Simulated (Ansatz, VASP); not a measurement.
This is a calculation of MnPt2 for VASP 6.6.1.

The input INCAR:

```
PREC = Accurate
ENCUT = 520
EDIFF = 1E-7
ISMEAR = -1
SIGMA = 0.05
LREAL = False
LASPH = True
NELM = 150
ALGO = Normal
ISIF = 2
LWAVE = False
LCHARG = True
ISPIN = 2
MAGMOM = 0 0 1
LORBIT = 11
NUPDOWN = 1.0
LMAXMIX = 4
GGA = PE
LELF = True
LVHAR = True
NBANDS = 28
```

Contents of KPOINTS:

```
regular mesh
0
Gamma
  9 9 4
```

The input POSCAR:

```
MnPt2
1.0
    2.8584044518      0.0000000000      0.0000000000
   -1.4292022259      2.4754508696      0.0000000000
    0.0000000000      0.0000000000      6.5325040000
Pt Mn
2 1
Direct
    0.6666666667      0.3333333333      0.3162060000
    0.3333333333      0.6666666667      0.6837940000
    0.0000000000      0.0000000000      0.0000000000
```

Potentials or basis: VASP PAW PBE potentials, release 64 (Pt, Mn_pv).

Launch:

```console
$ cat potpaw_PBE.64/Pt/POTCAR potpaw_PBE.64/Mn_pv/POTCAR > POTCAR
$ mpirun -np 1 vasp_std > vasp.out
```

Task: Translate it to Ansatz 0.2.0. Potentials there: Ansatz PAW.

Result: As run (the cutoff follows the program's own potentials):

The input input.yaml:

```yaml
crystal:
  lattice:
    - [2.8584044518, 0.0, 0.0]
    - [-1.4292022259, 2.4754508696, 0.0]
    - [0.0, 0.0, 6.532504]
  atoms:
    - { symbol: Pt, position: [0.6666666667, 0.3333333333, 0.316206] }
    - { symbol: Pt, position: [0.3333333333, 0.6666666667, 0.683794] }
    - { symbol: Mn, position: [0.0, 0.0, 0.0], spin: 1.0 }
hamiltonian:
  xc: pbe
  pseudopotentials: { kind: paw }
magnetization:
  spin_polarized: true
  initial_magnetization: 1.0
  spin_locking: { lock_magnetization: hard }
kpoints:
  mp_grid: { grid: [9, 9, 4] }
scf:
  occupations: { method: fermi_dirac, width: 0.05 }
  lower_state_search: "off"
output:
  forces: true
  stress: true
  eigenvalues: true
```

Potentials or basis: Ansatz PAW.

Run with:

```sh
$ ansatz run input.yaml --threads 2 --pin off --max-ram 5632MiB --backend cpu --events-out ev --progress --plain --runs-dir out
```

Both were run:

|  | VASP | Ansatz | Ansatz less VASP |
| --- | --- | --- | --- |
| pressure (GPa) | -14.1 | -13.9 | +0.21 |
| traceless stress, the component that is largest in VASP (GPa) | 6.28 | 6.27 | -0.014 |
| rms of the force components (eV/Å) | 0.134 | 0.137 | +0.0035 |
| net moment per atom (μB) | 0.33 | 0.33 | 0.000 |
| size of the moment on the site where the two differ most (μB) | 0.22 | 0.20 | -0.025 |

Site moments also hang on the region over which each program counts them. Atom by atom the forces differ by 0.003 eV/Å (rms over components). With one functional, cell and mesh, what is left measures potentials, basis and numerics. VASP's potentials hold 33 valence electrons a cell and Ansatz's 51, so a difference there can come from the potentials and not from the codes.

Spin-orbit coupling is off throughout.
